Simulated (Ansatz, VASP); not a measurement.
**One calculation of TiC, two programs**

```
Ti C
1.0
     4.29337    0.00000    0.00000
     0.00000   -4.29337    0.00000
     0.00000    0.00000   -4.29337
Ti C
4 4
Direct
  0.03105 0.00000 0.00000
  0.50000 0.50000 0.00000
  0.50000 0.00000 0.50000
  0.00000 0.50000 0.50000
  0.50000 0.00000 0.00000
  0.00000 0.50000 0.00000
  0.00000 0.00000 0.50000
  0.50000 0.50000 0.50000
```

Alike in both runs: task single point; functional PBEsol; k mesh 14 × 14 × 14; occupations gaussian, width 0.15 eV; no spin polarisation.

|  | VASP | Ansatz |
| --- | --- | --- |
| version | VASP 6.6.1 | Ansatz 0.2.0 |
| potentials or method | VASP PAW PBE potentials, release 64 (Ti_sv, C), cutoff 520 eV | scalar-relativistic, plane waves, PAW |
| valence electrons in the cell | 64 | 64 |

|  | VASP | Ansatz | Ansatz less VASP |
| --- | --- | --- | --- |
| gap on the k mesh at the Fermi level (eV) | none | none | - |
| pressure (GPa) | 1.0 | 0.9 | -0.15 |
| traceless stress, the component that is largest in VASP (GPa) | 0.82 | 0.82 | -0.008 |
| rms of the force components (eV/Å) | 0.511 | 0.510 | -0.0010 |

VASP's potentials were made for PBE, not for PBEsol. Atom by atom the forces differ by 0.002 eV/Å (rms over components). A gap of «none» marks a metal or a gap that the smearing closes.
